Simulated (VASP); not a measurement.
Input of a VASP 6.6.1 run:

The input INCAR:

```
ALGO = Normal
EDIFF = 1E-6
ENCUT = 520
GGA = PE
ISIF = 2
ISMEAR = 0
LASPH = True
LCHARG = False
LREAL = False
LWAVE = False
NBANDS = 20
NELM = 100
PREC = Accurate
SIGMA = 0.1
```

Contents of KPOINTS:

```
k-points
0
Gamma
  6 6 4
```

File POSCAR:

```
BaZrP
1.0
    4.4795533577      0.0000000000      0.0000000000
   -2.2397766789      3.8794070054      0.0000000000
    0.0000000000      0.0000000000      5.1782470293
Ba Zr P
1 1 1
Direct
    0.6666666667      0.3333333333      0.0000000000
    0.0000000000      0.0000000000      0.5000000000
    0.3333333333      0.6666666667      0.5000000000
```

Potentials or basis: VASP PAW PBE potentials, release 64 (Ba_sv, Zr_sv, P).

Launch:

```console
$ cat potpaw_PBE.64/Ba_sv/POTCAR potpaw_PBE.64/Zr_sv/POTCAR potpaw_PBE.64/P/POTCAR > POTCAR
$ mpirun -np 1 vasp_std > vasp.out
```

Q: Predict the band gap on the k mesh.

A: Zero (an odd number of electrons rules out a gap without spin polarisation).

Q: Predict the pressure.

A: 0.4 GPa.

Stress tensor (GPa, compression positive):
```
0.35 0.00 0.00
0.00 0.35 0.00
0.00 0.00 0.63
```

Caveat: spin-orbit coupling is left out, which moves the levels of the heavy elements.
